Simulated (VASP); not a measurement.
**LiHf4Si4O16 (a cell with a defect): single point with PBE**

The system is LiHf4Si4O16 (a cell with a defect).

```
Hf Si O Li
1.0
     6.64653    0.00000    0.00000
     0.00000    6.64653    0.00000
     0.00000    0.00000    6.01473
Hf Si O Li
4 4 16 1
Direct
  0.99872 0.00054 0.99911
  0.48608 0.51147 0.51186
  0.01344 0.51253 0.24372
  0.49941 0.00086 0.75558
  0.99075 0.49681 0.75012
  0.48752 0.99619 0.25228
  0.00946 0.99735 0.50317
  0.50771 0.49732 0.00460
  0.00083 0.81197 0.32841
  0.49322 0.31161 0.82932
  0.18330 0.51108 0.58309
  0.68856 0.01607 0.09643
  0.30856 0.98841 0.07201
  0.80706 0.47664 0.57134
  0.01695 0.18826 0.32952
  0.51939 0.68888 0.83467
  0.31558 0.51128 0.17203
  0.80929 0.01474 0.66039
  0.97936 0.68861 0.92016
  0.48080 0.18776 0.42523
  0.00512 0.31145 0.92585
  0.49671 0.81128 0.42717
  0.18930 0.98942 0.68263
  0.69174 0.47730 0.18295
  0.74777 0.23607 0.36812
```

| Quantity | Value |
| --- | --- |
| Program | VASP 6.6.1 |
| Task | single point |
| Functional | PBE |
| Potentials or basis | VASP PAW PBE potentials, release 64 (Hf_pv, Si, O, Li_sv) |
| Cutoff | 520 eV |
| k mesh | 1 × 1 × 1 |
| Occupations | fermi-dirac, width 0.01 eV |
| Spin | no spin polarisation |

```
Largest force : 0.208 eV/Å
```

Forces in eV/Å, atoms in the order of the input:
```
Hf   0.038  0.002 -0.001
Hf  -0.068  0.037  0.019
Hf   0.062  0.033 -0.012
Hf  -0.046  0.005 -0.009
Si   0.023  0.007 -0.002
Si  -0.052 -0.001  0.006
Si   0.050 -0.003 -0.002
Si  -0.021  0.004  0.005
O   -0.017 -0.162 -0.129
O    0.005 -0.140 -0.113
O    0.136  0.016 -0.118
O    0.147  0.003 -0.111
O   -0.131  0.001 -0.118
O   -0.159  0.006 -0.101
O    0.011  0.095 -0.116
O   -0.002  0.130 -0.127
O   -0.137  0.012  0.117
O   -0.145  0.009  0.117
O    0.005  0.129  0.135
O    0.002  0.098  0.105
O   -0.004 -0.147  0.116
O    0.018 -0.158  0.122
O    0.133  0.001  0.116
O    0.155  0.002  0.100
Li  -0.002  0.021  0.001
```

Levels at points of the mesh, in eV from the Fermi level:
```tsv
k point	band 73	band 74	band 75	band 76	band 77	band 78	band 79	band 80	band 81	band 82
(0.00, 0.00, 0.00)	-0.95	-0.87	-0.82	-0.79	-0.26	5.28	5.37	5.54	5.64	5.65
```

It took 58 s on 1 thread of Intel(R) Xeon(R) Platinum 8259CL CPU @ 2.50GHz (Skylake/Cascade Lake) (shared host), peak memory 0.34 GiB.

Caveat: the k points lie up to 1.04 Å⁻¹ apart; the cell carries a net charge on a neutralising background, which shifts energy and pressure; the cell is charged against a uniform background, so pressure and absolute levels hang on convention; spin-orbit coupling is left out, which moves the levels of the heavy elements.
